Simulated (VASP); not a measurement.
Input of a VASP 6.6.1 run:

Contents of INCAR:

```
PREC     = Accurate       # precision mode
ENCUT    = 1340           # plane-wave cutoff, eV
EDIFF    = 1E-6           # SCF threshold, eV
ISMEAR   = 0              # smearing method
SIGMA    = 0.01           # smearing width, eV
LREAL    = F              # projectors in reciprocal space
LASPH    = T              # aspherical terms in the spheres
NELM     = 120            # most SCF steps
ALGO     = Normal         # electronic algorithm
ISIF     = 2              # what is computed and relaxed
LWAVE    = F              # write WAVECAR
LCHARG   = T              # write CHGCAR
GGA      = PS             # functional
LELF     = T              # ELF
LVHAR    = T            
NBANDS   = 25             # bands
GGA_COMPAT= F
```

KPOINTS

```
Automatic mesh
0
Gamma
  4 4 4
```

Contents of POSCAR:

```
CO2
1.0
    3.5161000000      0.0000000000      0.0000000000
    0.0000000000      3.5161000000      0.0000000000
    0.0000000000      0.0000000000      4.1043000000
C O
2 4
Direct
    0.0000000000      0.0000000000      0.0000000000
    0.5000000000      0.5000000000      0.5000000000
    0.2300000000      0.2300000000      0.0000000000
    0.2700000000      0.7300000000      0.5000000000
    0.7700000000      0.7700000000      0.0000000000
    0.7300000000      0.2700000000      0.5000000000
```

Potentials or basis: VASP PAW PBE potentials, release 64 (C_h, O_h).

Command:

```bash
$ cat potpaw_PBE.64/C_h/POTCAR potpaw_PBE.64/O_h/POTCAR > POTCAR
$ mpirun -np 1 vasp_std > vasp.out
```

(1) Predict the band gap on the k mesh.

(2) Predict the pressure.

(3) Estimate the largest force.

Results:

(1) 5.82 eV (least direct gap 6.54 eV).

(2) 31.1 GPa.

(3) 1.813 eV/Å.

Caveat: the k points lie up to 0.45 Å⁻¹ apart; this functional lacks dispersion, which holds the molecules together, so the pressure and a relaxed volume are unreliable; the PAW data sets were made with another functional, which shifts forces and pressure a little.
